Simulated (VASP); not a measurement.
Write the native input for VASP 6.6.1 that does the following.

```yaml
Task: single point
Functional: PBEsol
Potentials_or_basis: VASP PAW PBE potentials, release 64 (Li_sv, Mg)
Cutoff: 520 eV
k_mesh: 10 × 10 × 10
Occupations: methfessel-paxton, width 0.1 eV
Spin: no spin polarisation
Dipole_correction: no
Further_INCAR_settings: ALGO = Normal; EDIFF = 1e-07; NBANDS = 10
```

The structure of LiMg lies in POSCAR:

```
LiMg
1.0
    3.4153260000      0.0000000000      0.0000000000
    0.0000000000      3.4153260000      0.0000000000
    0.0000000000      0.0000000000      3.4153260000
Li Mg
1 1
Direct
    0.0000000000      0.0000000000      0.0000000000
    0.5000000000      0.5000000000      0.5000000000
```

These files were run (other wordings do the same):

INCAR

```
SYSTEM = LiMg
PREC = Accurate
ENCUT = 520
EDIFF = 1E-7
ISMEAR = 1
SIGMA = 0.1
LREAL = .FALSE.
LASPH = .TRUE.
NELM = 80
ALGO = Normal
ISIF = 2
LWAVE = .FALSE.
LCHARG = .FALSE.
GGA = PS
NBANDS = 10
```

KPOINTS

```
regular mesh
0
G
  10 10 10
  0 0 0
```

Potentials or basis: VASP PAW PBE potentials, release 64 (Li_sv, Mg).

Run with:

```sh
$ cat potpaw_PBE.64/Li_sv/POTCAR potpaw_PBE.64/Mg/POTCAR > POTCAR
$ mpirun -np 1 vasp_std > vasp.out
```

Run time: 18 s on 1 thread of Intel Xeon 8259CL (shared host), peak memory 0.17 GiB.
